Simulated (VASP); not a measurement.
A run of VASP 6.6.1 is set up as follows.

Contents of INCAR:

```
SYSTEM = Sc
PREC = Accurate ; ENCUT = 520
EDIFF = 1E-7 ; ISMEAR = 0
SIGMA = 0.15 ; LREAL = .FALSE.
LASPH = .TRUE. ; NELM = 60
ALGO = Fast ; ISIF = 2
LWAVE = .FALSE. ; LCHARG = .FALSE.
GGA = PE ; NBANDS = 18
```

Contents of KPOINTS:

```
regular mesh
0
G
  15 15 10
  0 0 0
```

File POSCAR:

```
Sc
1.0
    3.4855000000      0.0000000000      0.0000000000
   -1.7427500000      3.0185315449      0.0000000000
    0.0000000000      0.0000000000      5.3003000000
Sc
2
Direct
    0.3333333333      0.6666666667      0.2500000000
    0.6666666667      0.3333333333      0.7500000000
```

Potentials or basis: VASP PAW PBE potentials, release 64 (Sc_sv).

Run with:

```console
$ cat potpaw_PBE.64/Sc_sv/POTCAR > POTCAR
$ mpirun -np 1 vasp_std > vasp.out
```

Estimate the band gap on the k mesh.

zero (bands 11 and 12 overlap by 1.39 eV).

Predict the pressure.

-5.4 GPa.

Stress tensor (GPa, compression positive):
```
-5.92  0.00  0.00
 0.00 -5.92  0.00
 0.00  0.00 -4.29
```

Caveat: the cell stands under tension.
